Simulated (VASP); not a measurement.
Here is a VASP 6.6.1 calculation.

INCAR

```
SYSTEM = La2SbAs3
PREC = Accurate
ENCUT = 520
EDIFF = 1E-6
ISMEAR = 0
SIGMA = 0.1
LREAL = .FALSE.
LASPH = .TRUE.
NELM = 80
ALGO = Normal
ISIF = 2
LWAVE = .FALSE.
LCHARG = .FALSE.
GGA = PE
NBANDS = 30
```

Contents of KPOINTS:

```
Automatic mesh
0
G
  3 3 4
  0 0 0
```

Contents of POSCAR:

```
La2SbAs3
1.0
    6.7698291800      0.0000000000      0.0000000000
   -3.3849145900      5.8628440500      0.0000000000
    0.0000000000      0.0000000000      3.7601985500
La Sb As
2 1 3
Direct
    0.3333333300      0.6666666700      0.0000000000
    0.6666666700      0.3333333300      0.0000000000
    0.0000000000      0.0000000000      0.0000000000
    0.5000000000      0.0000000000      0.5000000000
    0.5000000000      0.5000000000      0.5000000000
    0.0000000000      0.5000000000      0.5000000000
```

Potentials or basis: VASP PAW PBE potentials, release 64 (La, Sb, As).

Launch:

```console
$ cat potpaw_PBE.64/La/POTCAR potpaw_PBE.64/Sb/POTCAR potpaw_PBE.64/As/POTCAR > POTCAR
$ mpirun -np 1 vasp_std > vasp.out
```

Task: What does it give for the pressure?

Result: 21.4 GPa.

Task: Estimate the band gap on the k mesh.

Result: Zero (bands 21 and 22 overlap by 0.81 eV).

Stress tensor (GPa, compression positive):
```
13.38  0.00  0.00
 0.00 13.38  0.00
 0.00  0.00 37.38
```

Caveat: the k points lie up to 0.42 Å⁻¹ apart, too coarse for converged energies and pressures of a metal; spin-orbit coupling is left out, which moves the levels of the heavy elements.
